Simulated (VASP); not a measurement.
# Sn (Immm) in VASP: a series of runs

Sn is run at these levels: r2SCAN; tasks: single point.

Program: VASP 6.6.1. These are calculated values, not measurements. Logs are shortened: lines on timing, memory, paths and dates and some standing lists are left out, and cuts for length are marked.

## Step 1: The cell of the first run

The structure is orthorhombic, space group Immm (No. 71). The conventional cell has a = 3.383 Å, b = 3.479 Å, c = 4.581 Å, α = 90.00°, β = 90.00°, γ = 90.00°. Within 4.4 Å of Sn (site symmetry mmm) lie 12 Sn at 3.34 to 3.48 Å.

## Step 2: Single point, r2SCAN

File POSCAR:

```
Sn
1.0
   -1.6912936206      1.7393011766      2.2906073406
    1.6912936206     -1.7393011766      2.2906073406
    1.6912936206      1.7393011766     -2.2906073406
Sn
1
Direct
    0.0000000000      0.0000000000      0.0000000000
```

File INCAR.step1:

```
  PREC = Accurate
  ENCUT = 520
  ISMEAR = -1
  SIGMA = 0.05
  LREAL = F
  LASPH = T
  NELM = 80
  NBANDS = 13
  GGA = PE
  ALGO = Normal
  EDIFF = 1E-4
  LWAVE = T
  LCHARG = F
```

File INCAR.step2:

```
  PREC = Accurate
  ENCUT = 520
  EDIFF = 1E-7
  ISMEAR = -1
  SIGMA = 0.05
  LREAL = F
  LASPH = T
  NELM = 80
  ALGO = Normal
  ISIF = 2
  LWAVE = F
  LCHARG = F
  METAGGA = R2SCAN
  LMIXTAU = T
  NBANDS = 13
  ISTART = 1
```

File KPOINTS:

```
Automatic mesh
0
Gamma
  11 11 11
```

Potentials or basis: VASP PAW PBE potentials, release 64 (Sn_d).

Command:

```sh
$ cat potpaw_PBE.64/Sn_d/POTCAR > POTCAR
$ cp INCAR.step1 INCAR
$ mpirun -np 1 vasp_std > vasp.out
$ cp INCAR.step2 INCAR
$ mpirun -np 1 vasp_std > vasp.out
```

OUTCAR:

```text
PREC = Accurate
   ENCUT = 520
   EDIFF = 1E-7
   ISMEAR = -1
   LREAL = F
   LASPH = T
   NELM = 80
   ISIF = 2
   METAGGA = R2SCAN
   ISTART = 1

 ion  position               nearest neighbor table
   1  0.000  0.000  0.000-

  LATTYP: Found a body centered orthorhombic cell.
 ALAT       =     3.3825872412
 B/A-ratio  =     1.0283851103
 C/A-ratio  =     1.3543522619

  Lattice vectors:

 A1 = (  -1.6912936206,   1.7393011766,   2.2906073406)
 A2 = (   1.6912936206,  -1.7393011766,   2.2906073406)
 A3 = (   1.6912936206,   1.7393011766,  -2.2906073406)

Analysis of symmetry for initial positions (statically):
=====================================================================
 Subroutine PRICEL returns:
 Original cell was already a primitive cell.

 Routine SETGRP: Setting up the symmetry group for a
 body centered orthorhombic supercell.

 Subroutine GETGRP returns: Found  8 space group operations
 (whereof  8 operations were pure point group operations)
 out of a pool of  8 trial point group operations.

The static configuration has the point symmetry D_2h.

Analysis of symmetry for dynamics (positions and initial velocities):
=====================================================================
 Subroutine PRICEL returns:
 Original cell was already a primitive cell.

 Routine SETGRP: Setting up the symmetry group for a
 body centered orthorhombic supercell.

 Subroutine GETGRP returns: Found  8 space group operations
 (whereof  8 operations were pure point group operations)
 out of a pool of  8 trial point group operations.

The dynamic configuration has the point symmetry D_2h.

 Subroutine INISYM returns: Found  8 space group operations
 (whereof  8 operations are pure point group operations),
 and found     1 'primitive' translations

----------------------------------------------------------------------------------------

                                     Primitive cell

  volume of cell :      26.9528

  direct lattice vectors                    reciprocal lattice vectors
    -1.691293621  1.739301177  2.290607341     0.000000000  0.287471777  0.218282720
     1.691293621 -1.739301177  2.290607341     0.295631695  0.000000000  0.218282720
     1.691293621  1.739301177 -2.290607341     0.295631695  0.287471777  0.000000000

  length of vectors
     3.336543823  3.336543823  3.336543823     0.360953416  0.367485299  0.412356789

  position of ions in fractional coordinates (direct lattice)
     0.000000000  0.000000000  0.000000000

  ion indices of the primitive-cell ions
   primitive index   ion index
                 1           1

----------------------------------------------------------------------------------------

 KPOINTS: Automatic mesh

Automatic generation of k-mesh.
 Grid dimensions read from file:
 generate k-points for:   11   11   11

 Generating k-lattice:

  Cartesian coordinates                     Fractional coordinates (reciprocal lattice)
     0.000000000  0.026133798  0.019843884     0.090909091  0.000000000 -0.000000000
     0.026875609  0.000000000  0.019843884     0.000000000  0.090909091 -0.000000000
     0.026875609  0.026133798  0.000000000    -0.000000000  0.000000000  0.090909091

  Length of vectors
     0.032813947  0.033407754  0.037486981

  Shift w.r.t. Gamma in fractional coordinates (k-lattice)
     0.000000000  0.000000000  0.000000000

 Subroutine IBZKPT returns following result:
 ===========================================

 Found    216 irreducible k-points:

 Following reciprocal coordinates:
            Coordinates               Weight
  0.000000  0.000000  0.000000      1.000000
  0.090909  0.000000 -0.000000      4.000000
  0.181818  0.000000 -0.000000      4.000000
  0.272727  0.000000  0.000000      4.000000
  0.363636 -0.000000  0.000000      4.000000
  0.454545 -0.000000  0.000000      4.000000
[... 16 lines left out ...]
  0.454545  0.181818 -0.000000      8.000000
 -0.454545  0.181818 -0.000000      8.000000
 [... further k-points ...]
   k-points           NKPTS =    216   k-points in BZ     NKDIM =    216   number of bands    NBANDS=     13
   number of dos      NEDOS =    301   number of ions     NIONS =      1
   total plane-waves  NPLWV =  21952
   dimension x,y,z NGX =    28 NGY =   28 NGZ =   28
   dimension x,y,z NGXF=    56 NGYF=   56 NGZF=   56
   ions per type =               1
   NGX,Y,Z   is equivalent  to a cutoff of  13.95, 13.95, 13.95 a.u.
   NGXF,Y,Z  is equivalent  to a cutoff of  27.90, 27.90, 27.90 a.u.
 SYSTEM =  unknown system
   PREC   = accura    normal or accurate (medium, high low for compatibility)
   ISTART =      1    job   : 0-new  1-cont  2-samecut
   ICHARG =      0    charge: 1-file 2-atom 10-const
   ISPIN  =      1    spin polarized calculation?
   LNONCOLLINEAR =      F non collinear calculations
   LSORBIT =      F    spin-orbit coupling
   LASPH  =      T    aspherical Exc in radial PAW
   ENCUT  =  520.0 eV  38.22 Ry    6.18 a.u.   6.20  6.20  6.20*2*pi/ulx,y,z
   NELM   =     80;   NELMIN=  2; NELMDL=  0     # of ELM steps
   EDIFF  = 0.1E-06   stopping-criterion for ELM
   LREAL  =      F    real-space projection
   EDIFFG = 0.1E-05   stopping-criterion for IOM
   NSW    =      0    number of steps for IOM
   IBRION =     -1    ionic relax: 0-MD 1-quasi-New 2-CG
   NFREE  =      0    steps in history (QN), initial steepest desc. (CG)
   ISIF   =      2    stress and relaxation
   ISYM   =      2    0-nonsym 1-usesym 2-fastsym
   POTIM  = 0.5000    time-step for ionic-motion
   TEBEG  =    0.0;   TEEND  =   0.0 temperature during run
   PSTRESS=    0.0 pullay stress
   NELECT =      14.0000    total number of electrons
   NUPDOWN=      -1.0000    fix difference up-down
   EMIN   =  10.00;   EMAX   =-10.00  energy-range for DOS
   EFERMI =   0.00;   METHOD = LEGACY
   ISMEAR =    -1;   SIGMA  =   0.05  broadening in eV -4-tet -1-fermi 0-gaus
   EFERMI_NEDOS =   21; number of points for ismear=-14 and -15
   IALGO  =     38    algorithm
   IMIX   =      4    mixing-type and parameters
     AMIX     =   0.40;   BMIX     =  1.00
     AMIX_MAG =   1.60;   BMIX_MAG =  1.00
  volume/ion in A,a.u.               =      26.95       181.89
  Fermi-wavevector in a.u.,A,eV,Ry     =   1.315980  2.486842 23.562623  1.731804
  Thomas-Fermi vector in A             =   2.446125
   LORBIT       =      0    0 simple, 1 ext, 2 COOP (PROOUT), +10 PAW based schemes
   METAGGA = R2SCAN    functional components
   LHFCALC =     F    Hartree Fock is set to
   AEXX    =    0.0000 exact exchange contribution
   IVDW    =     0    specifies the selected vdW correction
   LEPSILON=     F    determine dielectric tensor
   LRPA    =     F    only Hartree local field effects (RPA)
 non-spin polarized calculation
  energy-cutoff  :      520.00
  volume of cell :       26.95
 maximum number of plane-waves:       744
 NGX is ok and might be reduce to    28
   NGX = 13   NGY = 13   NGZ = 13

 number of electron      14.0000002 magnetization

 Free energy of the ion-electron system (eV)
  ---------------------------------------------------
  ext. energy  EPLUGINS =         0.00000000
  ---------------------------------------------------
  free energy    TOTEN  =       -24.50726106 eV

  energy without entropy =      -24.50313006  energy(sigma->0) =      -24.50519556

 E-fermi :   8.1739     XC(G=0): -11.3176

 val. band max:        8.1593943194   @ k =   0.3636  -0.3636   0.1818
 cond. band min:       8.2208212005   @ k =   0.4545  -0.3636   0.0909
 fundamental gap:      0.0614268811
 Fermi energy:         8.1739460531

 k-point     1 :       0.0000    0.0000    0.0000
  band No.  band energies     occupation
      1     -14.1018      2.00000
      2     -14.0818      2.00000
      3     -14.0567      2.00000
      4     -14.0182      2.00000
      5     -13.9709      2.00000
      6      -3.5977      2.00000
      7      16.1854      0.00000
      8      16.3268      0.00000
      9      16.8352      0.00000
     10      19.5476      0.00000
     11      20.1876      0.00000
     12      20.8297      0.00000
     13      20.9304      0.00000

 k-point     2 :       0.0909    0.0000   -0.0000
  band No.  band energies     occupation
      1     -14.0971      2.00000
      2     -14.0746      2.00000
      3     -14.0552      2.00000
      4     -14.0161      2.00000
      5     -13.9721      2.00000
      6      -3.4193      2.00000
      7      14.3755      0.00000
      8      16.0973      0.00000
      9      16.4550      0.00000
     10      18.9650      0.00000
     11      20.9299      0.00000
     12      21.4318      0.00000
     13      22.6001      0.00000

 k-point     3 :       0.1818    0.0000   -0.0000
  band No.  band energies     occupation
      1     -14.0881      2.00000
      2     -14.0657      2.00000
      3     -14.0513      2.00000
      4     -13.9996      2.00000
      5     -13.9715      2.00000
      6      -2.8832      2.00000
      7      11.3350      0.00000
      8      15.6989      0.00000
      9      15.7261      0.00000
     10      18.7031      0.00000
     11      21.3811      0.00000
     12      21.4473      0.00000
     13      22.4159      0.00000

 k-point     4 :       0.2727    0.0000    0.0000
  band No.  band energies     occupation
      1     -14.0835      2.00000
      2     -14.0693      2.00000
      3     -14.0505      2.00000
      4     -13.9625      2.00000
      5     -13.9603      2.00000
      6      -1.9911      2.00000
      7       8.3835      0.02981
      8      14.9703      0.00000
      9      15.3651      0.00000
     10      18.6120      0.00000
     11      20.3800      0.00000
     12      20.5274      0.00000
     13      22.3103      0.00000

 k-point     5 :       0.3636   -0.0000    0.0000
  band No.  band energies     occupation
      1     -14.0840      2.00000
      2     -14.0774      2.00000
      3     -14.0547      2.00000
      4     -13.9411      2.00000
      5     -13.9232      2.00000
      6      -0.7658      2.00000
      7       5.7404      2.00000
      8      14.4275      0.00000
      9      15.1086      0.00000
     10      18.6919      0.00000
     11      19.6433      0.00000
     12      19.7270      0.00000
     13      21.1824      0.00000
[... 257 lines left out ...]
 k-point    22 :       0.3636    0.1818    0.0000
  band No.  band energies     occupation
      1     -14.0874      2.00000
      2     -14.0505      2.00000
      3     -14.0215      2.00000
      4     -13.9479      2.00000
      5     -13.9288      2.00000
      6       0.8748      2.00000
      7       4.7697      2.00000
      8       9.9373      0.00000
      9      13.8401      0.00000
     10      17.2490      0.00000
     11      21.3998      0.00000
     12      22.5044      0.00000
     13      24.8122      0.00000

 k-point    23 :       0.4545    0.1818   -0.0000
  band No.  band energies     occupation
      1     -14.0968      2.00000
      2     -14.0468      2.00000
      3     -14.0197      2.00000
      4     -13.9522      2.00000
      5     -13.9138      2.00000
      6       1.4687      2.00000
      7       3.9793      2.00000
      8      10.2952      0.00000
      9      13.1738      0.00000
     10      16.5814      0.00000
     11      21.7547      0.00000
     12      23.2046      0.00000
     13      24.8616      0.00000

 k-point    24 :      -0.4545    0.1818   -0.0000
  band No.  band energies     occupation
      1     -14.1045      2.00000
      2     -14.0527      2.00000
      3     -14.0139      2.00000
      4     -13.9635      2.00000
      5     -13.9111      2.00000
      6       0.2377      2.00000
      7       5.7024      2.00000
      8      10.9911      0.00000
      9      12.8158      0.00000
     10      16.2528      0.00000
     11      21.9205      0.00000
     12      22.8802      0.00000
     13      24.5082      0.00000

 [... further k-points ...]

------------------------ aborting loop because EDIFF is reached ----------------------------------------

  FORCE on cell =-STRESS in cart. coord.  units (eV):
  Direction    XX          YY          ZZ          XY          YZ          ZX
  --------------------------------------------------------------------------------------
  -------------------------------------------------------------------------------------
  Total        0.2534201     -0.0194278      0.1902018      0.0000000      0.0000000      0.0000000
  in kB       15.0642396     -1.1548626     11.3063076      0.0000000      0.0000000      0.0000000
  external PRESSURE =       8.4052282 kB  Pullay stress =       0.0000000 kB

 VOLUME and BASIS-vectors are now :
 -----------------------------------------------------------------------------
  energy-cutoff  :      520.00
  volume of cell :       26.95
      direct lattice vectors                 reciprocal lattice vectors
    -1.691293621  1.739301177  2.290607341     0.000000000  0.287471777  0.218282720
     1.691293621 -1.739301177  2.290607341     0.295631695  0.000000000  0.218282720
     1.691293621  1.739301177 -2.290607341     0.295631695  0.287471777  0.000000000

 POSITION                                       TOTAL-FORCE (eV/Angst)
 -----------------------------------------------------------------------------------
      0.00000      0.00000      0.00000         0.000000      0.000000      0.000000
 -----------------------------------------------------------------------------------
    total drift:                                0.000000      0.000000      0.000000

  FREE ENERGIE OF THE ION-ELECTRON SYSTEM (eV)
  ---------------------------------------------------
  free  energy   TOTEN  =       -24.5072610582 eV

  energy  without entropy=      -24.5031300641  energy(sigma->0) =      -24.50519556
```

Run time: 3.9 min. Hardware: 1 thread of AMD EPYC 9R45 (Zen 5), shared host; peak memory 0.19 GiB.

What came out:

| Quantity | Value |
| --- | --- |
| Free energy | -24.5073 eV |
| Pressure | 0.8 GPa |
| Band gap on the k mesh | zero (band 7 reaches 16.19 eV, above the bottom of band 8 at 6.17 eV) |

Stress tensor (GPa, compression positive):
```
 1.51  0.00  0.00
 0.00 -0.12  0.00
 0.00  0.00  1.13
```

Caveat: the PAW data sets were made with another functional, which shifts forces and pressure a little; spin-orbit coupling is left out, which moves the levels of the heavy elements.

## Step 3: Single point, r2SCAN

This run uses another cell than the first one, of 27.53 Å³/atom, 1.021 times its volume.

File POSCAR:

```
Sn
1.0
   -1.7032045314      1.7515501800      2.3067389097
    1.7032045314     -1.7515501800      2.3067389097
    1.7032045314      1.7515501800     -2.3067389097
Sn
1
Direct
    0.0000000000      0.0000000000      0.0000000000
```

File INCAR.step1:

```
  PREC = Accurate
  ENCUT = 520
  ISMEAR = -1
  SIGMA = 0.05
  LREAL = False
  LASPH = True
  NELM = 100
  NBANDS = 13
  GGA = PE
  ALGO = Normal
  EDIFF = 1E-4
  LWAVE = True
  LCHARG = False
```

File INCAR.step2:

```
  PREC = Accurate
  ENCUT = 520
  EDIFF = 1E-6
  ISMEAR = -1
  SIGMA = 0.05
  LREAL = False
  LASPH = True
  NELM = 100
  ALGO = Normal
  ISIF = 2
  LWAVE = False
  LCHARG = False
  METAGGA = R2SCAN
  LMIXTAU = True
  NBANDS = 13
  ISTART = 1
```

KPOINTS is that of step 2.

Potentials or basis: VASP PAW PBE potentials, release 64 (Sn_d).

Command:

```sh
$ cat potpaw_PBE.64/Sn_d/POTCAR > POTCAR
$ cp INCAR.step1 INCAR
$ mpirun -np 1 vasp_std > vasp.out
$ cp INCAR.step2 INCAR
$ mpirun -np 1 vasp_std > vasp.out
```

Run time: 3.1 min. Hardware: 1 thread of AMD EPYC 9R45 (Zen 5), shared host; peak memory 0.19 GiB.

The run converged. Its results:

* Free energy: -24.5085 eV
* Pressure: -0.3 GPa
* Band gap on the k mesh: zero (band 7 reaches 15.75 eV, above the bottom of band 8 at 5.97 eV)

Stress tensor (GPa, compression positive):
```
 0.33  0.00  0.00
 0.00 -1.23  0.00
 0.00  0.00 -0.01
```

Levels at points of the mesh, in eV from the Fermi level:
```csv
k point,band 4,band 5,band 6,band 7,band 8,band 9,band 10,band 11
"(0.00, 0.00, 0.00)",-22.19,-22.14,-11.61,7.83,7.97,8.46,11.35,11.88
```

Caveat: the PAW data sets were made with another functional, which shifts forces and pressure a little; spin-orbit coupling is left out, which moves the levels of the heavy elements.

## Step 4: Single point, r2SCAN

This run uses another cell than the first one, of 28.10 Å³/atom, 1.043 times its volume.

File POSCAR:

```
Sn
1.0
   -1.7149511408      1.7636302181      2.3226479567
    1.7149511408     -1.7636302181      2.3226479567
    1.7149511408      1.7636302181     -2.3226479567
Sn
1
Direct
    0.0000000000      0.0000000000      0.0000000000
```

File INCAR.step1:

```
PREC     = Accurate       # precision mode
ENCUT    = 520            # plane-wave cutoff, eV
ISMEAR   = -1             # smearing method
SIGMA    = 0.05           # smearing width, eV
LREAL    = False          # projectors in reciprocal space
LASPH    = True           # aspherical terms in the spheres
NELM     = 80             # most SCF steps
NBANDS   = 13             # bands
GGA      = PE             # functional
ALGO     = Normal         # electronic algorithm
EDIFF    = 1E-4           # SCF threshold, eV
LWAVE    = True           # write WAVECAR
LCHARG   = False          # write CHGCAR
```

File INCAR.step2:

```
PREC     = Accurate       # precision mode
ENCUT    = 520            # plane-wave cutoff, eV
EDIFF    = 1E-6           # SCF threshold, eV
ISMEAR   = -1             # smearing method
SIGMA    = 0.05           # smearing width, eV
LREAL    = False          # projectors in reciprocal space
LASPH    = True           # aspherical terms in the spheres
NELM     = 80             # most SCF steps
ALGO     = Normal         # electronic algorithm
ISIF     = 2              # what is computed and relaxed
LWAVE    = False          # write WAVECAR
LCHARG   = False          # write CHGCAR
METAGGA  = R2SCAN         # meta-GGA
LMIXTAU  = True         
NBANDS   = 13             # bands
ISTART   = 1
```

KPOINTS is that of step 3.

Command:

```sh
$ cat potpaw_PBE.64/Sn_d/POTCAR > POTCAR
$ cp INCAR.step1 INCAR
$ mpirun -np 1 vasp_std > vasp.out
$ cp INCAR.step2 INCAR
$ mpirun -np 1 vasp_std > vasp.out
```

It took 3.1 min on 1 thread of AMD EPYC 9R45 (Zen 5), shared host; peak memory 0.19 GiB.

The run converged. Its results:

| Item | Value |
| --- | --- |
| Free energy | -24.5059 eV |
| Pressure | -1.3 GPa |
| Band gap on the k mesh | zero (band 7 reaches 15.33 eV, above the bottom of band 8 at 5.78 eV) |

Stress tensor (GPa, compression positive):
```
-0.71  0.00  0.00
 0.00 -2.21  0.00
 0.00  0.00 -1.01
```

Levels at points of the mesh, in eV from the Fermi level:
```
           k point  band 4  band 5  band 6  band 7  band 8  band 9  band 10  band 11
(0.00, 0.00, 0.00)  -22.19  -22.15  -11.47    7.65    7.79    8.26    11.32    11.75
```

Caveat: the PAW data sets were made with another functional, which shifts forces and pressure a little; spin-orbit coupling is left out, which moves the levels of the heavy elements.

## Step 5: The runs side by side

```csv
cell,gap on the mesh (eV),pressure (GPa)
"a = 3.337 Å, angles 119.1, 117.2, 93.3°, 1 atom",none,0.8
"a = 3.360 Å, angles 119.1, 117.2, 93.3°, 1 atom",none,-0.3
"a = 3.383 Å, angles 119.1, 117.2, 93.3°, 1 atom",none,-1.3
```

Alike in all rows: task single point; level r2SCAN; potentials or basis VASP PAW PBE potentials, release 64 (Sn_d); no spin polarisation; k mesh 11 × 11 × 11; cutoff (eV) 520; smearing fermi-dirac 0.05 eV.

Caveats: the PAW data sets were made with another functional, which shifts forces and pressure a little; spin-orbit coupling is left out, which moves the levels of the heavy elements.

Absolute energies hang on the potentials; compare differences alone.
